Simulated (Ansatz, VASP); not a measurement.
## Rb in VASP and in Ansatz

File INCAR:

```
  PREC = Accurate
  ENCUT = 520
  EDIFF = 1E-6
  ISMEAR = 0
  SIGMA = 0.15
  LREAL = False
  LASPH = True
  NELM = 100
  ALGO = Normal
  ISIF = 2
  LWAVE = False
  LCHARG = False
  NBANDS = 10
```

Contents of KPOINTS:

```
regular mesh
0
Gamma
  12 12 12
```

File POSCAR:

```
Rb
1.0
    0.0090997117      3.6398846700      3.6398846700
    3.6398846700      0.0090997117      3.6398846700
    3.6489843817      3.6489843817      0.0000000000
Rb
1
Direct
    0.0000000000      0.0000000000      0.0000000000
```

Input for Ansatz:

```yaml
crystal:
  lattice:
    - [0.0090997117, 3.63988467, 3.63988467]
    - [3.63988467, 0.0090997117, 3.63988467]
    - [3.6489843817, 3.6489843817, 0.0]
  atoms:
    - { symbol: Rb, position: [0.0, 0.0, 0.0] }
basis:
  ecutwfc: 420
kpoints:
  mp_grid: { grid: [12, 12, 12] }
hamiltonian:
  xc: lda
scf:
  occupations: { method: gaussian, width: 0.15 }
output:
  forces: true
  stress: true
  eigenvalues: true
```

Change from the starting cell: strain +0.0050 x Voigt [0, 0, 0, 0, 0, 1], atoms carried along.

Alike in both runs: task single point; functional LDA; k mesh 12 × 12 × 12; occupations gaussian, width 0.15 eV; no spin polarisation.

|  | VASP | Ansatz |
| --- | --- | --- |
| version | VASP 6.6.1 | Ansatz 0.2.0 |
| potentials or method | VASP PAW LDA potentials, release 64 (Rb_sv), cutoff 520 eV | scalar-relativistic, plane waves, PAW |
| valence electrons in the cell | 9 | 9 |

```tsv
	VASP	Ansatz	Ansatz less VASP
gap on the k mesh at the Fermi level (eV)	none	none	-
pressure (GPa)	-0.5	-0.5	0.00
```

LDA's correlation is that of Perdew and Zunger in VASP and of Perdew and Wang (1992) in Ansatz. A gap of «none» marks a metal or a gap that the smearing closes.
